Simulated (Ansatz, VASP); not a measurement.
**Two plane-wave programs on HfO2**

```
CELL_PARAMETERS angstrom
2.54881 -2.54881 0.00000
2.54881 0.00000 -2.54881
6.25231 6.25231 6.25231
ATOMIC_POSITIONS crystal
Hf 0.00000 0.00000 0.67944
Hf 0.33333 0.33333 0.40767
Hf 0.66667 0.66667 0.13590
O 0.66667 0.66667 0.33973
O 0.00000 0.00000 0.06796
O 0.33333 0.33333 0.61150
O 0.66667 0.66667 0.74739
O 0.00000 0.00000 0.47561
O 0.33333 0.33333 0.20384
```

Alike in both runs: task single point; functional RPBE; k mesh 7 × 7 × 3; no spin polarisation.

|  | VASP | Ansatz |
| --- | --- | --- |
| version | VASP 6.6.1 | Ansatz 0.2.0 |
| potentials or method | VASP PAW PBE potentials, release 64 (Hf_pv, O) | scalar-relativistic, plane waves, PAW |
| plane-wave cutoff (eV) | 520 | 420 |
| occupations | methfessel-paxton of order 1, width 0.05 eV | cold, width 0.05 eV |
| valence electrons in the cell | 66 | 114 |

Ansatz gave:

| Property | Result |
| --- | --- |
| gap on the k mesh at the Fermi level (eV) | 4.24 |
| pressure (GPa) | -3.5 |
| traceless stress, the component that is largest in VASP (GPa) | 2.04 |
| rms of the force components (eV/Å) | 0.330 |

Task: Estimate VASP's values.

Result: gap on the k mesh at the Fermi level (eV): 4.21; pressure (GPa): -6.3; traceless stress, the component that is largest in VASP (GPa): 2.30; rms of the force components (eV/Å): 0.337.

VASP's potentials were made for PBE, not for RPBE. Atom by atom the forces differ by 0.048 eV/Å (rms over components). VASP's potentials hold 66 valence electrons a cell and Ansatz's 114, so a difference there can come from the potentials and not from the codes.

Spin-orbit coupling is off throughout.
